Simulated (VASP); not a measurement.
# Sr (Fm-3m) in VASP: notebook, part 2 of 3

VASP 6.6.1. Earlier steps stand in the parts before.

**3. Single point, RPBE**

This run uses another cell than the first one, of 58.43 Å³/atom.

Input file INCAR:

```
SYSTEM = Sr
PREC = Accurate
ENCUT = 520
EDIFF = 1E-6
ISMEAR = -1
SIGMA = 0.1
LREAL = .FALSE.
LASPH = .TRUE.
NELM = 60
ALGO = Normal
ISIF = 2
LWAVE = .FALSE.
LCHARG = .FALSE.
GGA = RP
NBANDS = 11
```

Input file KPOINTS:

```
Automatic mesh
0
G
  15 15 15
  0 0 0
```

Input file POSCAR:

```
Sr
1.0
    0.0000000000      3.0798983577      3.0798983577
    3.0798983577      0.0000000000      3.0798983577
    3.0798983577      3.0798983577      0.0000000000
Sr
1
Direct
    0.0000000000      0.0000000000      0.0000000000
```

Potentials or basis: VASP PAW PBE potentials, release 64 (Sr_sv).

Command:

```
$ cat potpaw_PBE.64/Sr_sv/POTCAR > POTCAR
$ mpirun -np 1 vasp_std > vasp.out
```

OUTCAR:

```text
SYSTEM = Sr
   PREC = Accurate
   ENCUT = 520
   EDIFF = 1E-6
   ISMEAR = -1
   LREAL = .FALSE.
   LASPH = .TRUE.
   NELM = 60
   ISIF = 2
   GGA = RP

 ion  position               nearest neighbor table
   1  0.000  0.000  0.000-

  LATTYP: Found a face centered cubic cell.
 ALAT       =     6.1597967154

  Lattice vectors:

 A1 = (   0.0000000000,   3.0798983577,   3.0798983577)
 A2 = (   3.0798983577,   0.0000000000,   3.0798983577)
 A3 = (   3.0798983577,   3.0798983577,   0.0000000000)

Analysis of symmetry for initial positions (statically):
=====================================================================
 Subroutine PRICEL returns:
 Original cell was already a primitive cell.

 Routine SETGRP: Setting up the symmetry group for a
 face centered cubic supercell.

 Subroutine GETGRP returns: Found 48 space group operations
 (whereof 48 operations were pure point group operations)
 out of a pool of 48 trial point group operations.

The static configuration has the point symmetry O_h .

Analysis of symmetry for dynamics (positions and initial velocities):
=====================================================================
 Subroutine PRICEL returns:
 Original cell was already a primitive cell.

 Routine SETGRP: Setting up the symmetry group for a
 face centered cubic supercell.

 Subroutine GETGRP returns: Found 48 space group operations
 (whereof 48 operations were pure point group operations)
 out of a pool of 48 trial point group operations.

The dynamic configuration has the point symmetry O_h .

 Subroutine INISYM returns: Found 48 space group operations
 (whereof 48 operations are pure point group operations),
 and found     1 'primitive' translations

----------------------------------------------------------------------------------------

                                     Primitive cell
[... 112 lines left out ...]
  Thomas-Fermi vector in A             =   2.032910
   LORBIT       =      0    0 simple, 1 ext, 2 COOP (PROOUT), +10 PAW based schemes
   GGA     = RP    functional components
   LHFCALC =     F    Hartree Fock is set to
   AEXX    =    0.0000 exact exchange contribution
   IVDW    =     0    specifies the selected vdW correction
   LEPSILON=     F    determine dielectric tensor
   LRPA    =     F    only Hartree local field effects (RPA)
 non-spin polarized calculation
  energy-cutoff  :      520.00
  volume of cell :       58.43
 maximum number of plane-waves:      1596
   NGX = 17   NGY = 17   NGZ = 17

 number of electron      10.0000000 magnetization

 Free energy of the ion-electron system (eV)
  ---------------------------------------------------
  ext. energy  EPLUGINS =         0.00000000
  ---------------------------------------------------
  free energy    TOTEN  =        -1.48589107 eV

  energy without entropy =       -1.44164558  energy(sigma->0) =       -1.46376832

 E-fermi :   1.4543     XC(G=0):  -7.0593

 val. band max:        1.4424133343   @ k =  -0.3333   0.4000   0.2000
 cond. band min:       1.4554046044   @ k =  -0.4667   0.1333   0.0000
 fundamental gap:      0.0129912701
 Fermi energy:         1.4543136711

 k-point     1 :       0.0000    0.0000    0.0000
  band No.  band energies     occupation
      1     -35.3042      2.00000
      2     -17.2053      2.00000
      3     -17.2053      2.00000
      4     -17.2053      2.00000
      5      -2.0465      2.00000
      6       3.8071      0.00000
      7       3.8071      0.00000
      8       3.8071      0.00000
      9       5.1819      0.00000
     10       5.1819      0.00000
     11       8.3634      0.00000
[... 309 lines left out ...]
 k-point    24 :       0.2000    0.1333    0.0000
  band No.  band energies     occupation
      1     -35.3006      2.00000
      2     -17.2486      2.00000
      3     -17.2194      2.00000
      4     -17.2181      2.00000
      5      -1.4584      2.00000
      6       3.0905      0.00000
      7       4.0056      0.00000
      8       4.0645      0.00000
      9       4.4204      0.00000
     10       5.3784      0.00000
     11       9.2891      0.00000

 [... further k-points ...]

------------------------ aborting loop because EDIFF is reached ----------------------------------------

  FORCE on cell =-STRESS in cart. coord.  units (eV):
  Direction    XX          YY          ZZ          XY          YZ          ZX
  --------------------------------------------------------------------------------------
  -------------------------------------------------------------------------------------
  Total        0.0065673      0.0065673      0.0065673      0.0000000      0.0000000     -0.0000000
  in kB        0.1800779      0.1800779      0.1800779      0.0000000      0.0000000     -0.0000000
  external PRESSURE =       0.1800779 kB  Pullay stress =       0.0000000 kB

 VOLUME and BASIS-vectors are now :
 -----------------------------------------------------------------------------
  energy-cutoff  :      520.00
  volume of cell :       58.43
      direct lattice vectors                 reciprocal lattice vectors
     0.000000000  3.079898358  3.079898358    -0.162343020  0.162343020  0.162343020
     3.079898358  0.000000000  3.079898358     0.162343020 -0.162343020  0.162343020
     3.079898358  3.079898358  0.000000000     0.162343020  0.162343020 -0.162343020

 POSITION                                       TOTAL-FORCE (eV/Angst)
 -----------------------------------------------------------------------------------
      0.00000      0.00000      0.00000         0.000000     -0.000000      0.000000
 -----------------------------------------------------------------------------------
    total drift:                                0.000000      0.000000      0.000000

  FREE ENERGIE OF THE ION-ELECTRON SYSTEM (eV)
  ---------------------------------------------------
  free  energy   TOTEN  =        -1.4858910716 eV

  energy  without entropy=       -1.4416455774  energy(sigma->0) =       -1.46376832
```

OSZICAR:

```text
N       E                     dE             d eps       ncg     rms          rms(c)
DAV:   1     0.352322146845E+02    0.35232E+02   -0.46640E+03  2648   0.773E+02
DAV:   2     0.201453412835E+00   -0.35031E+02   -0.34457E+02  3035   0.149E+02
DAV:   3    -0.140298879995E+01   -0.16044E+01   -0.15860E+01  3996   0.235E+01
DAV:   4    -0.146996121692E+01   -0.66972E-01   -0.66815E-01  3390   0.452E+00
DAV:   5    -0.147158781107E+01   -0.16266E-02   -0.16265E-02  3868   0.546E-01    0.106E+01
DAV:   6    -0.147952577992E+01   -0.79380E-02   -0.10757E-02  3069   0.114E+00    0.593E+00
DAV:   7    -0.148565881421E+01   -0.61330E-02   -0.18328E-02  2793   0.151E+00    0.390E-01
DAV:   8    -0.148583560314E+01   -0.17679E-03   -0.18154E-03  3552   0.313E-01    0.146E-01
DAV:   9    -0.148587594497E+01   -0.40342E-04   -0.11413E-04  3566   0.752E-02    0.392E-02
DAV:  10    -0.148589324815E+01   -0.17303E-04   -0.17832E-05  3117   0.326E-02    0.178E-02
DAV:  11    -0.148589164562E+01    0.16025E-05   -0.16316E-06  3141   0.944E-03    0.174E-03
DAV:  12    -0.148589107164E+01    0.57398E-06   -0.16043E-07  1605   0.284E-03
   1 F= -.14858911E+01 E0= -.14637683E+01  d E =-.442455E-01
```

It took 51 s on 1 thread of AMD EPYC 7R43 (Zen 3), shared host; peak memory 0.19 GiB.

Results:

```
Free energy            : -1.4859 eV
Pressure               : 0.0 GPa
Band gap on the k mesh : zero (bands 5 and 6 overlap by 0.11 eV)
```

Caveat: the PAW data sets were made with another functional, which shifts forces and pressure a little.

**4. Single point, RPBE (60.77 Å³/atom)**

This run uses another cell than the first one, of 60.77 Å³/atom.

Input file INCAR:

```
  PREC = Accurate
  ENCUT = 520
  EDIFF = 1E-6
  ISMEAR = -1
  SIGMA = 0.1
  LREAL = F
  LASPH = T
  NELM = 100
  ALGO = Normal
  ISIF = 2
  LWAVE = F
  LCHARG = T
  GGA = RP
  LELF = T
  LVHAR = T
  NBANDS = 11
```

Input file KPOINTS:

```
Automatic mesh
0
Gamma
  15 15 15
```

Input file POSCAR:

```
Sr
1.0
    0.0000000000      3.1204279839      3.1204279839
    3.1204279839      0.0000000000      3.1204279839
    3.1204279839      3.1204279839      0.0000000000
Sr
1
Direct
    0.0000000000      0.0000000000      0.0000000000
```

Potentials or basis: VASP PAW PBE potentials, release 64 (Sr_sv).

Command:

```
$ cat potpaw_PBE.64/Sr_sv/POTCAR > POTCAR
$ mpirun -np 1 vasp_std > vasp.out
```

OUTCAR:

```text
PREC = Accurate
   ENCUT = 520
   EDIFF = 1E-6
   ISMEAR = -1
   LREAL = F
   LASPH = T
   NELM = 100
   ISIF = 2
   GGA = RP

 ion  position               nearest neighbor table
   1  0.000  0.000  0.000-

  LATTYP: Found a face centered cubic cell.
 ALAT       =     6.2408559678

  Lattice vectors:

 A1 = (   0.0000000000,   3.1204279839,   3.1204279839)
 A2 = (   3.1204279839,   0.0000000000,   3.1204279839)
 A3 = (   3.1204279839,   3.1204279839,   0.0000000000)

Analysis of symmetry for initial positions (statically):
=====================================================================
 Subroutine PRICEL returns:
 Original cell was already a primitive cell.

 Routine SETGRP: Setting up the symmetry group for a
 face centered cubic supercell.

 Subroutine GETGRP returns: Found 48 space group operations
 (whereof 48 operations were pure point group operations)
 out of a pool of 48 trial point group operations.

The static configuration has the point symmetry O_h .

Analysis of symmetry for dynamics (positions and initial velocities):
=====================================================================
 Subroutine PRICEL returns:
[... 165 lines left out ...]
      2     -17.4168      2.00000
      3     -17.4168      2.00000
      4     -17.4168      2.00000
      5      -2.1119      2.00000
      6       3.6367      0.00000
      7       3.6367      0.00000
      8       3.6367      0.00000
      9       4.9543      0.00000
     10       4.9543      0.00000
     11       8.1179      0.00000
[... 309 lines left out ...]
 k-point    24 :       0.2000    0.1333    0.0000
  band No.  band energies     occupation
      1     -35.5089      2.00000
      2     -17.4541      2.00000
      3     -17.4291      2.00000
      4     -17.4280      2.00000
      5      -1.5439      2.00000
      6       2.9477      0.00000
      7       3.8260      0.00000
      8       3.8807      0.00000
      9       4.2277      0.00000
     10       5.1427      0.00000
     11       8.9554      0.00000

 [... further k-points ...]

------------------------ aborting loop because EDIFF is reached ----------------------------------------

  FORCE on cell =-STRESS in cart. coord.  units (eV):
  Direction    XX          YY          ZZ          XY          YZ          ZX
  --------------------------------------------------------------------------------------
  -------------------------------------------------------------------------------------
  Total       -0.1464019     -0.1464019     -0.1464019      0.0000000      0.0000000      0.0000000
  in kB       -3.8599787     -3.8599787     -3.8599787      0.0000000      0.0000000      0.0000000
  external PRESSURE =      -3.8599787 kB  Pullay stress =       0.0000000 kB

 VOLUME and BASIS-vectors are now :
 -----------------------------------------------------------------------------
  energy-cutoff  :      520.00
  volume of cell :       60.77
      direct lattice vectors                 reciprocal lattice vectors
     0.000000000  3.120427984  3.120427984    -0.160234430  0.160234430  0.160234430
     3.120427984  0.000000000  3.120427984     0.160234430 -0.160234430  0.160234430
     3.120427984  3.120427984  0.000000000     0.160234430  0.160234430 -0.160234430

 POSITION                                       TOTAL-FORCE (eV/Angst)
 -----------------------------------------------------------------------------------
      0.00000      0.00000      0.00000        -0.000000      0.000000     -0.000000
 -----------------------------------------------------------------------------------
    total drift:                               -0.000000     -0.000000     -0.000000

  FREE ENERGIE OF THE ION-ELECTRON SYSTEM (eV)
  ---------------------------------------------------
  free  energy   TOTEN  =        -1.4832432002 eV

  energy  without entropy=       -1.4382771953  energy(sigma->0) =       -1.46076020
```

OSZICAR:

```text
N       E                     dE             d eps       ncg     rms          rms(c)
DAV:   1     0.370042841023E+02    0.37004E+02   -0.47016E+03  2640   0.777E+02
DAV:   2     0.323309000980E+00   -0.36681E+02   -0.36127E+02  3101   0.150E+02
DAV:   3    -0.138365861366E+01   -0.17070E+01   -0.16870E+01  3955   0.241E+01
DAV:   4    -0.146513084140E+01   -0.81472E-01   -0.81358E-01  3481   0.479E+00
DAV:   5    -0.146674998485E+01   -0.16191E-02   -0.16190E-02  3726   0.545E-01    0.103E+01
DAV:   6    -0.147599171052E+01   -0.92417E-02   -0.11156E-02  3070   0.115E+00    0.572E+00
DAV:   7    -0.148296194721E+01   -0.69702E-02   -0.18907E-02  2796   0.153E+00    0.394E-01
DAV:   8    -0.148318323617E+01   -0.22129E-03   -0.19508E-03  3597   0.329E-01    0.150E-01
DAV:   9    -0.148322686601E+01   -0.43630E-04   -0.12359E-04  3620   0.779E-02    0.425E-02
DAV:  10    -0.148324558306E+01   -0.18717E-04   -0.18619E-05  3149   0.336E-02    0.189E-02
DAV:  11    -0.148324381388E+01    0.17692E-05   -0.18925E-06  3213   0.101E-02    0.174E-03
DAV:  12    -0.148324320018E+01    0.61371E-06   -0.16732E-07  1635   0.286E-03
   1 F= -.14832432E+01 E0= -.14607602E+01  d E =-.449660E-01
```

stdout:

```text
POSCAR found type information on POSCAR Sr
 POSCAR found :  1 types and       1 ions
 scaLAPACK will be used
 -----------------------------------------------------------------------------
|                                                                             |
|                                                                             |
|     You enforced a specific xc type in the INCAR file but a different       |
|     I HOPE YOU KNOW WHAT YOU ARE DOING!                                     |
|                                                                             |
 -----------------------------------------------------------------------------

 LDA part: xc-table for (Slater+PW92), standard interpolation
 POSCAR, INCAR and KPOINTS ok, starting setup
 FFT: planning ... GRIDC
 FFT: planning ... GRID_SOFT
 FFT: planning ... GRID
 WAVECAR not read
 entering main loop
```

Run time: 85 s. Hardware: 1 thread of AMD EPYC 7R43 (Zen 3), shared host; peak memory 0.21 GiB.

Results:

* Free energy: -1.4832 eV
* Pressure: -0.4 GPa
* Band gap on the k mesh: zero (bands 5 and 6 overlap by 0.16 eV)

Levels at points of the mesh, in eV from the Fermi level:
```
           k point  band 2  band 3  band 4  band 5  band 6  band 7  band 8  band 9
(0.00, 0.00, 0.00)  -18.74  -18.74  -18.74   -3.44    2.31    2.31    2.31    3.63
```

Caveat: the PAW data sets were made with another functional, which shifts forces and pressure a little.

(Part 2 of 3 ends here.)

The gap in the log of VASP goes by the Fermi energy; the results here count the filled bands.